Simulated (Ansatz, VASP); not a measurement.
Two plane-wave programs on GdMn

The input INCAR:

```
PREC = Accurate
ENCUT = 520
EDIFF = 1E-6
ISMEAR = 0
SIGMA = 0.05
LREAL = False
LASPH = True
NELM = 150
ALGO = Normal
ISIF = 2
LWAVE = False
LCHARG = False
ISPIN = 2
MAGMOM = 7 -3.5
LORBIT = 11
LMAXMIX = 6
LDAU = True
LDAUTYPE = 2
LDAUL = -1 2
LDAUU = 0 1
LDAUJ = 0 0
LDAUPRINT = 1
GGA = PS
NBANDS = 26
```

File KPOINTS:

```
Automatic mesh
0
Gamma
  10 10 10
```

Contents of POSCAR:

```
GdMn
1.0
    3.4475309497      0.0000000000      0.0000000000
    0.0000000000      3.4475309497      0.0000000000
    0.0000000000      0.0000000000      3.4475309497
Gd Mn
1 1
Direct
    0.0000000000      0.0000000000      0.0000000000
    0.5000000000      0.5000000000      0.5000000000
```

Input for Ansatz:

```yaml
crystal:
  lattice:
    - [3.4475309497, 0.0, 0.0]
    - [0.0, 3.4475309497, 0.0]
    - [0.0, 0.0, 3.4475309497]
  atoms:
    - { symbol: Gd, position: [0.0, 0.0, 0.0], spin: 7.0 }
    - { symbol: Mn, position: [0.5, 0.5, 0.5], spin: -3.5 }
basis:
  ecutwfc: 420
  ecutrho_ratio: 4
kpoints:
  mp_grid: { grid: [10, 10, 10] }
hamiltonian:
  xc: pbesol
  hubbard: { sites: [{ species: Mn, l: d, u_eff: 1.0 }], double_counting: fll }
scf:
  occupations: { method: gaussian, width: 0.05 }
output:
  forces: true
  stress: true
magnetization:
  spin_polarized: true
```

Alike in both runs: task single point; functional PBEsol; k mesh 10 × 10 × 10; occupations gaussian, width 0.05 eV; collinear spin; Hubbard terms Mn d U = 1.0 eV.

|  | VASP | Ansatz |
| --- | --- | --- |
| version | VASP 6.6.1 | Ansatz 0.2.0 |
| potentials or method | VASP PAW PBE potentials, release 64 (Gd, Mn_pv), cutoff 520 eV | scalar-relativistic, plane waves, PAW |
| valence electrons in the cell | 31 | 33 |

VASP gave:

* pressure (GPa): 4.2
* net moment per atom (μB): 1.84
* size of the moment on the site where the two differ most (μB): 6.99

**Question.** What did Ansatz give for the same quantities?

**Answer.** Pressure (GPa): 4.4; net moment per atom (μB): 1.83; size of the moment on the site where the two differ most (μB): 7.16.

VASP's potentials were made for PBE, not for PBEsol. Site moments also hang on the region over which each program counts them. The programs project onto different local orbitals, so the same U acts differently, and such runs can settle in different states. VASP's potentials hold 31 valence electrons a cell and Ansatz's 33, so a difference there can come from the potentials and not from the codes. Ansatz's warnings: filled band counts differ across k points.

Spin-orbit coupling is off throughout.
